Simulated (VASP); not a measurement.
# Li: relaxation of cell and atoms with PBE

Li:

```xyz
2
Lattice="2.2795 0.0000 0.0000 -1.1398 1.9741 0.0000 0.0000 0.0000 3.7874" Properties=species:S:1:pos:R:3 pbc="T T T"
Li    0.0000    1.3161    0.9469
Li    1.1398    0.6580    2.8406
```

This isn't the form of Li at room conditions, which is bcc.

```
Program                : VASP 6.6.1
Task                   : relaxation of cell and atoms
Functional             : PBE
Potentials or basis    : VASP PAW PBE potentials, release 64 (Li_sv)
Cutoff                 : 600 eV
k mesh                 : 19 × 19 × 10
Occupations            : fermi-dirac, width 0.08 eV
Spin                   : no spin polarisation
Target pressure        : 51 GPa
Dipole correction      : no
Further INCAR settings : ALGO = Normal; EDIFF = 1e-06; IBRION = 2; EDIFFG = -0.005; NSW = 32; ISIF = 3
```

The relaxed volume is 8.50 Å³/atom. The relaxed cell is a = 2.277 Å, b = 2.277 Å, c = 3.784 Å, α = 90.00°, β = 90.00°, γ = 120.00°, the space group after relaxing (to 0.1 Å) is P6_3/mmc (No. 194) and the energy change on relaxing (the run minimises the enthalpy) is +7.9 meV/atom. The ionic steps are 2 and the pressure after relaxing is 51.1 GPa. The band gap on the k mesh is zero (bands 3 and 4 overlap by 6.06 eV).

Step by step:
```tsv
step	energy change (eV)	largest force (eV/Å)	pressure (GPa)	volume (Å³)
1	0.0000	0.0000	50.62	17.04
2	0.0158	0.0000	51.05	16.99
```

Final structure:
```
Li
1.0
     2.27725    0.00000    0.00000
    -1.13862    1.97215    0.00000
     0.00000    0.00000    3.78388
Li
2
Direct
  0.33333 0.66667 0.25000
  0.66667 0.33333 0.75000
```

Levels at points of the mesh, in eV from the Fermi level:
```
           k point  band 1  band 2  band 3  band 4  band 5  band 6
(0.00, 0.00, 0.00)  -45.75  -45.40   -4.00   -0.80    7.26   22.88
(0.00, 0.00, 0.50)  -45.58  -45.58   -2.92   -2.92   14.27   14.27
```

Run time: 35 s on 1 thread of Intel(R) Xeon(R) Platinum 8259CL CPU @ 2.50GHz (Skylake/Cascade Lake) (shared host), peak memory 0.14 GiB.

Caveat: the cutoff is under 1.25 times the usual one of these potentials, so pressure, stress and relaxed cells hold a basis-set (Pulay) error; the cell is relaxed towards a set pressure, so the run minimises the enthalpy, not the energy.
